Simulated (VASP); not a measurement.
# Rh: single point with PBE

The system is Rh.

```
CELL_PARAMETERS angstrom
3.93642 0.00000 -0.00098
0.00000 5.56694 -0.00242
-1.96854 1.39117 1.33474
ATOMIC_POSITIONS crystal
Rh 0.00000 0.50000 0.00000
Rh 0.00000 0.00000 0.00000
```

```yaml
Program: VASP 6.6.1
Task: single point
Functional: PBE
Potentials_or_basis: VASP PAW PBE potentials, release 64 (Rh_pv)
Cutoff: 520 eV
k_mesh: 9 × 6 × 26
Occupations: gaussian, width 0.1 eV
Spin: no spin polarisation
Dipole_correction: no
Further_INCAR_settings: ALGO = Fast; EDIFF = 1e-07; NBANDS = 22; ISYM = 0
```

```
Pressure               : -8.9 GPa
Band gap on the k mesh : zero (band 15 reaches 11.68 eV, above the bottom of band 16 at 9.48 eV)
```

Stress tensor (GPa, compression positive):
```
-12.36   0.04   0.01
  0.04 -14.26   0.01
  0.01   0.01   0.03
```

Levels at points of the mesh, in eV from the Fermi level:
```csv
k point,band 11,band 12,band 13,band 14,band 15,band 16,band 17,band 18,band 19,band 20
"(0.00, 0.00, 0.00)",-2.95,-2.48,-1.00,-0.76,0.44,0.79,1.02,3.35,11.71,12.76
"(0.00, 0.50, 0.00)",-1.69,-1.69,-1.36,-1.36,-1.32,-1.32,-0.28,-0.28,17.92,17.92
"(0.00, 0.00, 0.50)",0.44,0.51,0.79,0.87,0.88,1.02,2.93,3.37,11.15,11.73
"(0.00, 0.50, 0.50)",-3.41,-3.41,-1.07,-1.07,0.84,0.84,9.02,9.02,9.31,9.31
```

It took 5.9 min on 1 thread of Intel(R) Xeon(R) 6975P-C (Granite Rapids) (shared host), peak memory 0.44 GiB.
